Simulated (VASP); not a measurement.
## AlN: single point with PBE

The system is AlN.

```
Al N
1.0
     0.00000    2.20159    2.20159
     2.20159    0.00000    2.20159
     2.20159    2.20159    0.00000
Al N
1 1
Direct
  0.01768 0.98232 0.98232
  0.71593 0.78407 0.78407
```

This cell differs from its parent crystal: mode 4 (634.6 1/cm) frozen in, largest displacement +0.150 Å.

| Property | Result |
| --- | --- |
| Program | VASP 6.6.1 |
| Task | single point |
| Functional | PBE |
| Potentials or basis | VASP PAW PBE potentials, release 64 (Al, N) |
| Cutoff | 600 eV |
| k mesh | 10 × 10 × 10 |
| Occupations | gaussian, width 0.05 eV |
| Spin | no spin polarisation |
| Dipole correction | no |
| Further INCAR settings | ALGO = Normal; EDIFF = 1e-06; NBANDS = 11 |

```
Pressure               : 5.5 GPa
Largest force          : 2.964 eV/Å
Band gap on the k mesh : 2.74 eV, indirect (least direct gap 3.36 eV)
```

Forces on the atoms (eV/Å):
```
Al   2.964  0.000  0.000
N   -2.964  0.000  0.000
```

Stress tensor (GPa, compression positive):
```
-0.55  0.00  0.00
 0.00  8.52 14.83
 0.00 14.83  8.52
```

Levels at points of the mesh, in eV from the valence-band top:
```csv
k point,band 2,band 3,band 4,band 5,band 6,band 7
"(0.00, 0.00, 0.00)",-1.15,-0.48,0.00,3.36,11.75,11.88
"(0.50, 0.00, 0.00)",-6.45,-1.10,-0.54,6.40,8.89,10.27
"(0.00, 0.50, 0.00)",-6.08,-1.58,-0.77,6.60,9.16,10.29
"(0.50, 0.50, 0.00)",-5.39,-2.23,-2.17,2.74,7.65,12.81
"(0.00, 0.50, 0.50)",-5.33,-2.73,-1.91,2.84,7.99,12.83
```

Run time: 34 s on 1 thread of Intel Xeon 6975P-C, on a shared host, peak memory 0.19 GiB.

Caveat: the cell differs from its parent crystal (mode 4 (634.6 1/cm) frozen in, largest displacement +0.150 Å); forces of over 1 eV/Å act on the atoms, so gaps and moduli don't describe the material at rest. A k mesh can miss the band edges.
